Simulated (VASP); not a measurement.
Crystal: ZrB.

```
Zr B
1.0
     0.00000    2.32500    2.32500
     2.32500    0.00000    2.32500
     2.32500    2.32500    0.00000
Zr B
1 1
Direct
  0.50000 0.50000 0.50000
  0.00000 0.00000 0.00000
```

Base run:

| Item | Value |
| --- | --- |
| Program | VASP 6.6.1 |
| Functional | PBE |
| Potentials or basis | VASP PAW PBE potentials, release 64 (Zr_sv, B) |
| Cutoff | 500 eV |
| k mesh | 8 × 8 × 8 |
| Occupations | gaussian, width 0.05 eV |
| Spin | no spin polarisation |

Its results: band gap on the k mesh zero (an odd number of electrons rules out a gap without spin polarisation); pressure 35.3 GPa.

The run is repeated on the same cell with these changes: dispersion from none to D3(BJ). What comes out?

Band gap on the k mesh zero (an odd number of electrons rules out a gap without spin polarisation); pressure 29.3 GPa.

Dispersion adds attraction, which lowers the pressure at fixed volume and, as a term added to the energy, leaves the levels alone.

Caveats: the cell stands under pressure.
